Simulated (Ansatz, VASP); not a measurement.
Mg3GeN: VASP beside Ansatz

The input INCAR:

```
ALGO = Normal ; EDIFF = 1E-6
ENCUT = 520 ; GGA = PE
ISIF = 2 ; ISMEAR = 0
LASPH = True ; LCHARG = False
LREAL = False ; LWAVE = False
NBANDS = 20 ; NELM = 100
PREC = Accurate ; SIGMA = 0.1
```

KPOINTS

```
k-points
0
Gamma
  10 10 10
```

File POSCAR:

```
Mg3GeN
1.0
    4.1891201577      0.0000000000      0.0000000000
    0.0000000000      4.1891201577      0.0000000000
    0.0000000000      0.0000000000      4.1891201577
Mg Ge N
3 1 1
Direct
    0.5000000000      0.0000000000      0.0000000000
    0.0000000000      0.5000000000      0.0000000000
    0.0000000000      0.0000000000      0.5000000000
    0.5000000000      0.5000000000      0.5000000000
    0.0000000000      0.0000000000      0.0000000000
```

Input for Ansatz:

```yaml
crystal:
  lattice:
    - [4.1891201577, 0.0, 0.0]
    - [0.0, 4.1891201577, 0.0]
    - [0.0, 0.0, 4.1891201577]
  atoms:
    - { symbol: Mg, position: [0.5, 0.0, 0.0] }
    - { symbol: Mg, position: [0.0, 0.5, 0.0] }
    - { symbol: Mg, position: [0.0, 0.0, 0.5] }
    - { symbol: Ge, position: [0.5, 0.5, 0.5] }
    - { symbol: "N", position: [0.0, 0.0, 0.0] }
basis:
  ecutwfc: 420
kpoints:
  mp_grid: { grid: [10, 10, 10] }
hamiltonian:
  xc: pbe
scf:
  occupations: { method: gaussian, width: 0.1 }
output:
  forces: true
  stress: true
  eigenvalues: true
```

Alike in both runs: task single point; functional PBE; k mesh 10 × 10 × 10; occupations gaussian, width 0.1 eV; no spin polarisation.

```csv
,VASP,Ansatz
version,VASP 6.6.1,Ansatz 0.2.0
potentials or method,"VASP PAW PBE potentials, release 64 (Mg, Ge_d, N), cutoff 520 eV","scalar-relativistic, plane waves, PAW"
valence electrons in the cell,25,49
```

```tsv
	VASP	Ansatz	Ansatz less VASP
gap on the k mesh at the Fermi level (eV)	none	none	-
pressure (GPa)	5.2	5.5	+0.27
```

A gap of «none» marks a metal or a gap that the smearing closes. The functional is the same, so the differences come from potentials, cutoffs and numerics. VASP's potentials hold 25 valence electrons a cell and Ansatz's 49, so a difference there can come from the potentials and not from the codes.
